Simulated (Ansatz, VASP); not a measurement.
One calculation of Os, two programs

INCAR

```
  PREC = Accurate
  ENCUT = 600
  EDIFF = 1E-7
  ISMEAR = 0
  SIGMA = 0.1
  LREAL = F
  LASPH = T
  NELM = 120
  ALGO = Normal
  ISIF = 3
  LWAVE = F
  LCHARG = F
  GGA = PE
  IBRION = 2
  NSW = 100
  EDIFFG = -0.05
  GGA_COMPAT = F
  NELMIN = 4
```

File KPOINTS:

```
regular mesh
0
Gamma
  10 10 10
```

The input POSCAR:

```
Os
1.0
   -1.5182944859      1.5182944859      1.5182944859
    1.5182944859     -1.5182944859      1.5182944859
    1.5182944859      1.5182944859     -1.5182944859
Os
1
Direct
    0.0000000000      0.0000000000      0.0000000000
```

Input for Ansatz:

```yaml
crystal:
  lattice:
    - [-1.5182944859, 1.5182944859, 1.5182944859]
    - [1.5182944859, -1.5182944859, 1.5182944859]
    - [1.5182944859, 1.5182944859, -1.5182944859]
  atoms:
    - { symbol: Os, position: [0.0, 0.0, 0.0] }
basis:
  ecutwfc: 420
kpoints:
  mp_grid: { grid: [10, 10, 10] }
hamiltonian:
  xc: pbe
  pseudopotentials: { kind: paw, azcp: { folder: soft_1 } }
scf:
  occupations: { method: gaussian, width: 0.1 }
output:
  forces: true
  stress: true
  eigenvalues: true
relax:
  adjacent_minimum: "off"
  f_tol: 0.05
  max_steps: 80
  cell: { stress_tol: 0.5 }
```

Alike in both runs: task relaxation of cell and atoms; functional PBE; k mesh 10 × 10 × 10; occupations gaussian, width 0.1 eV; no spin polarisation.

|  | VASP | Ansatz |
| --- | --- | --- |
| version | VASP 6.6.1 | Ansatz 0.2.0 |
| potentials or method | VASP PAW PBE potentials, release 64 (Os), cutoff 600 eV | scalar-relativistic, plane waves, PAW |
| valence electrons in the cell | 8 | 16 |

VASP gave:

```
gap on the k mesh at the Fermi level, each at its own relaxed structure (eV) : none
relaxed volume (Å³/atom)                                                     : 14.79
relaxed length of the cell vector where the two differ most in proportion (Å)              : 2.678
```

Problem. Which values does Ansatz return?

Solution. gap on the k mesh at the Fermi level, each at its own relaxed structure (eV): none; relaxed volume (Å³/atom): 14.78; relaxed length of the cell vector where the two differ most in proportion (Å): 2.677.

A gap of «none» marks a metal or a gap that the smearing closes. VASP's potentials hold 8 valence electrons a cell and Ansatz's 16, so a difference there can come from the potentials and not from the codes.

Spin-orbit coupling is off throughout.
